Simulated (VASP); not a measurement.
# CdS: single point with PBE

The system is CdS.

```xyz
2
Lattice="0.0000 2.8905 2.8905 2.8905 0.0000 2.8905 2.8905 2.8905 0.0000" Properties=species:S:1:pos:R:3 pbc="T T T"
Cd    0.0000    0.0000    0.0000
S     4.3357    4.3357    4.3357
```

```json
{
  "Program": "VASP 6.6.1",
  "Task": "single point",
  "Functional": "PBE",
  "Potentials or basis": "VASP PAW PBE potentials, release 64 (Cd, S)",
  "Cutoff": "520 eV",
  "k mesh": "9 × 9 × 9",
  "Occupations": "fermi-dirac, width 0.03 eV",
  "Spin": "no spin polarisation",
  "Dipole correction": "no",
  "Further INCAR settings": "ALGO = Normal; EDIFF = 1e-06; NBANDS = 16"
}
```

| Property | Result |
| --- | --- |
| Pressure | 5.1 GPa |
| Band gap on the k mesh | 1.21 eV |

Levels at points of the mesh, in eV from the valence-band top:
```
           k point  band 6  band 7  band 8  band 9  band 10  band 11  band 12  band 13
(0.00, 0.00, 0.00)   -7.31    0.00    0.00    0.00     1.21     6.54     6.54     6.54
```

Run time: 32 s on 1 thread of Intel Xeon 8259CL, on a shared host, peak memory 0.18 GiB.

Caveat: the cell stands under pressure.
